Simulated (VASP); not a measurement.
Here is a VASP 6.6.1 calculation.

Contents of INCAR:

```
ALGO = Normal
EDIFF = 1E-6
ENCUT = 500
GGA = PE
GGA_COMPAT = False
ISIF = 2
ISMEAR = 0
LASPH = True
LCHARG = False
LREAL = False
LWAVE = False
NBANDS = 21
NELM = 120
PREC = Accurate
SIGMA = 0.01
```

KPOINTS

```
k-points
0
Gamma
  6 6 2
```

Contents of POSCAR:

```
PbI2
1.0
    4.5638667773      0.0000000000      0.0000000000
   -2.2819333886      3.9524245686      0.0000000000
    0.0000000000      0.0000000000      7.0467140841
Pb I
1 2
Direct
    0.0000000000      0.0000000000      0.0000000000
    0.6666666667      0.3333333333      0.7332470705
    0.3333333333      0.6666666667      0.2667529295
```

Potentials or basis: VASP PAW PBE potentials, release 64 (Pb_d, I).

The run is started by

```bash
$ cat potpaw_PBE.64/Pb_d/POTCAR potpaw_PBE.64/I/POTCAR > POTCAR
$ mpirun -np 1 vasp_std > vasp.out
```

**Question.** Estimate the band gap on the k mesh.

**Answer.** 2.23 eV.

**Question.** Estimate the largest force.

**Answer.** 0.044 eV/Å.

**Question.** Predict the pressure.

**Answer.** 1.3 GPa.

Forces in eV/Å, atoms in the order of the input:
```
Pb   0.000  0.000  0.000
I    0.000  0.000 -0.044
I    0.000  0.000  0.044
```

Caveat: the k points lie up to 0.45 Å⁻¹ apart; spin-orbit coupling is left out, which moves the levels of the heavy elements; this functional lacks dispersion, which binds layers or chains, so the pressure and a relaxed spacing across them are unreliable. A k mesh can miss the band edges.
